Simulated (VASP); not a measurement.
# TaN (P6_3mc) in VASP: single point with PBEsol

Aim: the single point of TaN with PBEsol.

Everything below comes from runs of VASP 6.6.1. Logs are shortened: lines on timing, memory, paths and dates and some standing lists are left out, and cuts for length are marked.

### Step 1. The cell of the first run

The structure is hexagonal, space group P6_3mc (No. 186). The conventional cell has a = 3.096 Å, b = 3.096 Å, c = 4.792 Å, α = 90.00°, β = 90.00°, γ = 120.00°. Within 2.4 Å of Ta (site symmetry 3m) lie 4 N at 1.84 to 1.87 Å. N (site symmetry 3m) has 4 Ta at 1.84 to 1.87 Å within 2.4 Å.

### Step 2. Single point, PBEsol (strain +0.015 along x and y, -0.030 along z)

The input, INCAR:

```
SYSTEM = TaN
ALGO = Normal
EDIFF = 1E-6
ENCUT = 700
GGA = PS
GGA_COMPAT = .FALSE.
ISIF = 2
ISMEAR = 0
LASPH = .TRUE.
LCHARG = .TRUE.
LELF = .TRUE.
LREAL = .FALSE.
LVHAR = .TRUE.
LWAVE = .FALSE.
NBANDS = 26
NELM = 120
PREC = Accurate
SIGMA = 0.15
```

The input, KPOINTS:

```
k-points
0
G
  18 18 10
  0 0 0
```

The input, POSCAR:

```
TaN
1.0
    3.0957511069      0.0000000000      0.0000000000
   -1.5478755535      2.6809991023      0.0000000000
    0.0000000000      0.0000000000      4.7918000000
Ta N
2 2
Direct
    0.3333333333      0.6666666667      0.0000000000
    0.6666666667      0.3333333333      0.5000000000
    0.3333333333      0.6666666667      0.3850000000
    0.6666666667      0.3333333333      0.8850000000
```

Potentials or basis: VASP PAW PBE potentials, release 64 (Ta_sv_GW, N).

On the command line:

```bash
cat potpaw_PBE.64/Ta_sv_GW/POTCAR potpaw_PBE.64/N/POTCAR > POTCAR
mpirun -np 1 vasp_std > vasp.out
```

OUTCAR:

```text
SYSTEM = TaN
   EDIFF = 1E-6
   ENCUT = 700
   GGA = PS
   ISIF = 2
   ISMEAR = 0
   LASPH = .TRUE.
   LREAL = .FALSE.
   NELM = 120
   PREC = Accurate

 ion  position               nearest neighbor table
   1  0.333  0.667  0.000-   3 1.84   4 1.87   4 1.87   4 1.87   2 2.99   2 2.99   2 2.99   2 2.99
                             2 2.99   2 2.99
   2  0.667  0.333  0.500-   4 1.84   3 1.87   3 1.87   3 1.87   1 2.99   1 2.99   1 2.99   1 2.99
                             1 2.99   1 2.99
   3  0.333  0.667  0.385-   1 1.84   2 1.87   2 1.87   2 1.87
   4  0.667  0.333  0.885-   2 1.84   1 1.87   1 1.87   1 1.87

  LATTYP: Found a hexagonal cell.
 ALAT       =     3.0957511069
 C/A-ratio  =     1.5478634537

  Lattice vectors:

 A1 = (   3.0957511069,   0.0000000000,   0.0000000000)
 A2 = (  -1.5478755535,   2.6809991023,   0.0000000000)
 A3 = (   0.0000000000,   0.0000000000,   4.7918000000)

Analysis of symmetry for initial positions (statically):
=====================================================================
 Subroutine PRICEL returns:
 Original cell was already a primitive cell.

 Routine SETGRP: Setting up the symmetry group for a
 hexagonal supercell.

 Subroutine GETGRP returns: Found 12 space group operations
 (whereof  6 operations were pure point group operations)
 out of a pool of 24 trial point group operations.

The static configuration has the point symmetry C_3v.
 The point group associated with its full space group is C_6v.

Analysis of symmetry for dynamics (positions and initial velocities):
=====================================================================
 Subroutine PRICEL returns:
 Original cell was already a primitive cell.

 Routine SETGRP: Setting up the symmetry group for a
 hexagonal supercell.

 Subroutine GETGRP returns: Found 12 space group operations
 (whereof  6 operations were pure point group operations)
 out of a pool of 24 trial point group operations.

The dynamic configuration has the point symmetry C_3v.
 The point group associated with its full space group is C_6v.

 Subroutine INISYM returns: Found 12 space group operations
 (whereof  6 operations are pure point group operations),
 and found     1 'primitive' translations

----------------------------------------------------------------------------------------

                                     Primitive cell

  volume of cell :      39.7705

  direct lattice vectors                    reciprocal lattice vectors
     3.095751107  0.000000000  0.000000000     0.323023384  0.186497638  0.000000000
    -1.547875553  2.680999102  0.000000000     0.000000000  0.372995276  0.000000000
     0.000000000  0.000000000  4.791800000     0.000000000  0.000000000  0.208689845

  length of vectors
     3.095751107  3.095751107  4.791800000     0.372995276  0.372995276  0.208689845

  position of ions in fractional coordinates (direct lattice)
     0.333333333  0.666666667  0.000000000
     0.666666667  0.333333333  0.500000000
     0.333333333  0.666666667  0.385000000
     0.666666667  0.333333333  0.885000000

  ion indices of the primitive-cell ions
   primitive index   ion index
                 1           1
                 2           2
                 3           3
                 4           4

----------------------------------------------------------------------------------------

 KPOINTS: k-points

Automatic generation of k-mesh.
 Grid dimensions read from file:
 generate k-points for:   18   18   10

 Generating k-lattice:

  Cartesian coordinates                     Fractional coordinates (reciprocal lattice)
     0.017945744  0.010360980  0.000000000     0.055555556  0.000000000  0.000000000
     0.000000000  0.020721960  0.000000000     0.000000000  0.055555556  0.000000000
     0.000000000  0.000000000  0.020868985     0.000000000  0.000000000  0.100000000

  Length of vectors
     0.020721960  0.020721960  0.020868985

  Shift w.r.t. Gamma in fractional coordinates (k-lattice)
     0.000000000  0.000000000  0.000000000

 Subroutine IBZKPT returns following result:
 ===========================================

 Found    222 irreducible k-points:

 Following reciprocal coordinates:
            Coordinates               Weight
  0.000000  0.000000  0.000000      1.000000
  0.055556 -0.000000  0.000000      6.000000
  0.111111 -0.000000  0.000000      6.000000
  0.166667 -0.000000  0.000000      6.000000
  0.222222 -0.000000  0.000000      6.000000
  0.277778  0.000000  0.000000      6.000000
[... 16 lines left out ...]
  0.333333  0.111111  0.000000     12.000000
  0.388889  0.111111  0.000000     12.000000
 [... further k-points ...]
   k-points           NKPTS =    222   k-points in BZ     NKDIM =    222   number of bands    NBANDS=     26
   number of dos      NEDOS =    301   number of ions     NIONS =      4
   total plane-waves  NPLWV =  32928
   dimension x,y,z NGX =    28 NGY =   28 NGZ =   42
   dimension x,y,z NGXF=    56 NGYF=   56 NGZF=   84
   ions per type =               2   2
   NGX,Y,Z   is equivalent  to a cutoff of  15.04, 15.04, 14.57 a.u.
   NGXF,Y,Z  is equivalent  to a cutoff of  30.07, 30.07, 29.14 a.u.
 SYSTEM =  TaN
   PREC   = accura    normal or accurate (medium, high low for compatibility)
   ISTART =      0    job   : 0-new  1-cont  2-samecut
   ICHARG =      2    charge: 1-file 2-atom 10-const
   ISPIN  =      1    spin polarized calculation?
   LNONCOLLINEAR =      F non collinear calculations
   LSORBIT =      F    spin-orbit coupling
   LASPH  =      T    aspherical Exc in radial PAW
   ENCUT  =  700.0 eV  51.45 Ry    7.17 a.u.   6.68  6.68 10.34*2*pi/ulx,y,z
   NELM   =    120;   NELMIN=  2; NELMDL= -5     # of ELM steps
   EDIFF  = 0.1E-05   stopping-criterion for ELM
   LREAL  =      F    real-space projection
   EDIFFG = 0.1E-04   stopping-criterion for IOM
   NSW    =      0    number of steps for IOM
   IBRION =     -1    ionic relax: 0-MD 1-quasi-New 2-CG
   NFREE  =      0    steps in history (QN), initial steepest desc. (CG)
   ISIF   =      2    stress and relaxation
   ISYM   =      2    0-nonsym 1-usesym 2-fastsym
   POTIM  = 0.5000    time-step for ionic-motion
   TEBEG  =    0.0;   TEEND  =   0.0 temperature during run
   PSTRESS=    0.0 pullay stress
   NELECT =      36.0000    total number of electrons
   NUPDOWN=      -1.0000    fix difference up-down
   EMIN   =  10.00;   EMAX   =-10.00  energy-range for DOS
   EFERMI =   0.00;   METHOD = LEGACY
   ISMEAR =     0;   SIGMA  =   0.15  broadening in eV -4-tet -1-fermi 0-gaus
   EFERMI_NEDOS =   21; number of points for ismear=-14 and -15
   IALGO  =     38    algorithm
   IMIX   =      4    mixing-type and parameters
     AMIX     =   0.40;   BMIX     =  1.00
     AMIX_MAG =   1.60;   BMIX_MAG =  1.00
  volume/ion in A,a.u.               =       9.94        67.10
  Fermi-wavevector in a.u.,A,eV,Ry     =   1.583635  2.992637 34.122066  2.507901
  Thomas-Fermi vector in A             =   2.683376
   LORBIT       =      0    0 simple, 1 ext, 2 COOP (PROOUT), +10 PAW based schemes
   GGA     = PS    functional components
   LHFCALC =     F    Hartree Fock is set to
   AEXX    =    0.0000 exact exchange contribution
   IVDW    =     0    specifies the selected vdW correction
   LEPSILON=     F    determine dielectric tensor
   LRPA    =     F    only Hartree local field effects (RPA)
 non-spin polarized calculation
 Gauss-broadening in eV      SIGMA  =   0.15
  energy-cutoff  :      700.00
  volume of cell :       39.77
 maximum number of plane-waves:      1701
 NGX is ok and might be reduce to    28
   NGX = 13   NGY = 13   NGZ = 21

 number of electron      35.9999999 magnetization

 Free energy of the ion-electron system (eV)
  ---------------------------------------------------
  ext. energy  EPLUGINS =         0.00000000
  ---------------------------------------------------
  free energy    TOTEN  =       -46.06311312 eV

  energy without entropy =      -46.04617460  energy(sigma->0) =      -46.05464386

 E-fermi :  14.1463     XC(G=0): -14.0904

 val. band max:       14.1443705844   @ k =   0.2222   0.1111   0.0000
 cond. band min:      14.1531743635   @ k =   0.2778   0.1111   0.0000
 fundamental gap:      0.0088037791
 Fermi energy:        14.1462723093

 k-point     1 :       0.0000    0.0000    0.0000
  band No.  band energies     occupation
      1     -54.1960      2.00000
      2     -54.0806      2.00000
      3     -22.0659      2.00000
      4     -20.8478      2.00000
      5     -20.8478      2.00000
      6     -20.6072      2.00000
[... 18 lines left out ...]
     25      20.8632      0.00000
     26      20.8632      0.00000

 k-point     2 :       0.0556   -0.0000    0.0000
  band No.  band energies     occupation
      1     -54.1937      2.00000
      2     -54.0799      2.00000
      3     -22.0544      2.00000
      4     -20.8760      2.00000
      5     -20.8567      2.00000
      6     -20.6410      2.00000
[... 18 lines left out ...]
     25      20.8402      0.00000
     26      20.9405      0.00000

 k-point     3 :       0.1111   -0.0000    0.0000
  band No.  band energies     occupation
      1     -54.1871      2.00000
      2     -54.0778      2.00000
      3     -22.0208      2.00000
      4     -20.9565      2.00000
      5     -20.8822      2.00000
      6     -20.7351      2.00000
[... 18 lines left out ...]
     25      20.7753      0.00000
     26      21.3088      0.00000

 k-point     4 :       0.1667   -0.0000    0.0000
  band No.  band energies     occupation
      1     -54.1768      2.00000
      2     -54.0749      2.00000
      3     -21.9680      2.00000
      4     -21.0773      2.00000
      5     -20.9202      2.00000
      6     -20.8743      2.00000
[... 18 lines left out ...]
     25      20.6677      0.00000
     26      22.1086      0.00000
[... 496 lines left out ...]
      1     -54.1300      2.00000
      2     -54.0673      2.00000
      3     -21.7591      2.00000
      4     -21.4608      2.00000
      5     -21.3639      2.00000
      6     -21.0934      2.00000
[... 18 lines left out ...]
     25      20.8991      0.00000
     26      22.1855      0.00000

 k-point    23 :       0.3333    0.1111    0.0000
  band No.  band energies     occupation
      1     -54.1171      2.00000
      2     -54.0677      2.00000
      3     -21.7601      2.00000
      4     -21.5232      2.00000
      5     -21.4100      2.00000
      6     -21.1418      2.00000
[... 18 lines left out ...]
     25      21.0059      0.00000
     26      21.6441      0.00000

 k-point    24 :       0.3889    0.1111    0.0000
  band No.  band energies     occupation
      1     -54.1074      2.00000
      2     -54.0691      2.00000
      3     -21.7910      2.00000
      4     -21.5626      2.00000
      5     -21.3989      2.00000
      6     -21.1690      2.00000
[... 18 lines left out ...]
     25      20.9969      0.00000
     26      21.2459      0.00000

 [... further k-points ...]

------------------------ aborting loop because EDIFF is reached ----------------------------------------

  FORCE on cell =-STRESS in cart. coord.  units (eV):
  Direction    XX          YY          ZZ          XY          YZ          ZX
  --------------------------------------------------------------------------------------
  -------------------------------------------------------------------------------------
  Total       31.3805910     31.3805910     31.4192958     -0.0000000      0.0000000      0.0000000
  in kB     1264.1840661   1264.1840660   1265.7433118     -0.0000000      0.0000000      0.0000000
  external PRESSURE =    1264.7038147 kB  Pullay stress =       0.0000000 kB

 VOLUME and BASIS-vectors are now :
 -----------------------------------------------------------------------------
  energy-cutoff  :      700.00
  volume of cell :       39.77
      direct lattice vectors                 reciprocal lattice vectors
     3.095751107  0.000000000  0.000000000     0.323023384  0.186497638  0.000000000
    -1.547875553  2.680999102  0.000000000     0.000000000  0.372995276  0.000000000
     0.000000000  0.000000000  4.791800000     0.000000000  0.000000000  0.208689845

 POSITION                                       TOTAL-FORCE (eV/Angst)
 -----------------------------------------------------------------------------------
     -0.00000      1.78733      0.00000        -0.000000     -0.000000     -0.156156
      1.54788      0.89367      2.39590         0.000000      0.000000     -0.156156
     -0.00000      1.78733      1.84484        -0.000000      0.000000      0.156156
      1.54788      0.89367      4.24074         0.000000      0.000000      0.156156
 -----------------------------------------------------------------------------------
    total drift:                               -0.000001      0.000000     -0.000445

  FREE ENERGIE OF THE ION-ELECTRON SYSTEM (eV)
  ---------------------------------------------------
  free  energy   TOTEN  =       -46.0631131151 eV

  energy  without entropy=      -46.0461745995  energy(sigma->0) =      -46.05464386
```

Run time: 3 min. Hardware: 1 thread of AMD EPYC 9R45 (Zen 5), shared host; peak memory 0.4 GiB.

Results:

| Item | Value |
| --- | --- |
| Free energy | -46.0631 eV |
| Pressure | 126.5 GPa |
| Largest force | 0.156 eV/Å |
| Band gap on the k mesh | zero (bands 18 and 19 overlap by 2.79 eV) |

Forces on the atoms (eV/Å):
```
Ta   0.000  0.000 -0.156
Ta   0.000  0.000 -0.156
N    0.000  0.000  0.156
N    0.000  0.000  0.156
```

Caveat: the cell differs from its parent crystal (strain +0.015 along x and y, -0.030 along z); the cell stands under pressure; the PAW data sets were made with another functional, which shifts forces and pressure a little; spin-orbit coupling is left out, which moves the levels of the heavy elements.
